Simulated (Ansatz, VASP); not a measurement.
**One calculation of Cd3Te2, two programs**

```
Cd Te
1.0
     2.16847    1.25197    8.77919
    -2.16847    1.25197    8.77919
     0.00000   -2.50394    8.77919
Cd Te
3 2
Direct
  0.79831 0.79831 0.79831
  0.20169 0.20169 0.20169
  0.00000 0.00000 0.00000
  0.40026 0.40026 0.40026
  0.59974 0.59974 0.59974
```

Alike in both runs: functional PBE; k mesh 12 × 12 × 12; occupations gaussian, width 0.1 eV; no spin polarisation.

Ansatz relaxed the structure, and its values are those at the end. VASP's run is a single point on that final structure, the one shown.

|  | VASP | Ansatz |
| --- | --- | --- |
| version | VASP 6.6.1 | Ansatz 0.2.0 |
| potentials or method | VASP PAW PBE potentials, release 64 (Cd, Te), cutoff 520 eV | scalar-relativistic, plane waves, PAW |
| valence electrons in the cell | 48 | 92 |

VASP gave:

| Item | Value |
| --- | --- |
| gap on the k mesh at the Fermi level (eV) | none |
| pressure (GPa) | 0.2 |

Problem. Which values does Ansatz return?

Solution. gap on the k mesh at the Fermi level (eV): none; pressure (GPa): 0.0.

A gap of «none» marks a metal or a gap that the smearing closes. The functional is the same, so the differences come from potentials, cutoffs and numerics. VASP's potentials hold 48 valence electrons a cell and Ansatz's 92, so a difference there can come from the potentials and not from the codes.

Neither program's run includes spin-orbit coupling.
